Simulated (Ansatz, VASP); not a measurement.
**Two plane-wave programs on Ge**

```xyz
1
Lattice="1.3826 -2.5195 0.0000 1.3826 2.5195 0.0000 0.0000 0.0000 2.6427" Properties=species:S:1:pos:R:3 pbc="T T T"
Ge    1.3826    0.0000    0.0000
```

Alike in both runs: functional PBEsol; k mesh 16 × 16 × 16; occupations gaussian, width 0.1 eV; no spin polarisation.

Ansatz relaxed the structure, and its values are those at the end. VASP's run is a single point on that final structure, the one shown.

```csv
,VASP,Ansatz
version,VASP 6.6.1,Ansatz 0.2.0
potentials or method,"VASP PAW PBE potentials, release 64 (Ge_d), cutoff 520 eV","scalar-relativistic, plane waves, PAW"
valence electrons in the cell,14,14
```

```csv
,VASP,Ansatz,Ansatz less VASP
gap on the k mesh at the Fermi level (eV),none,none,-
pressure (GPa),-0.1,0.0,+0.13
```

VASP's potentials were made for PBE, not for PBEsol. A gap of «none» marks a metal or a gap that the smearing closes. The functional is the same, so the differences come from potentials, cutoffs and numerics.
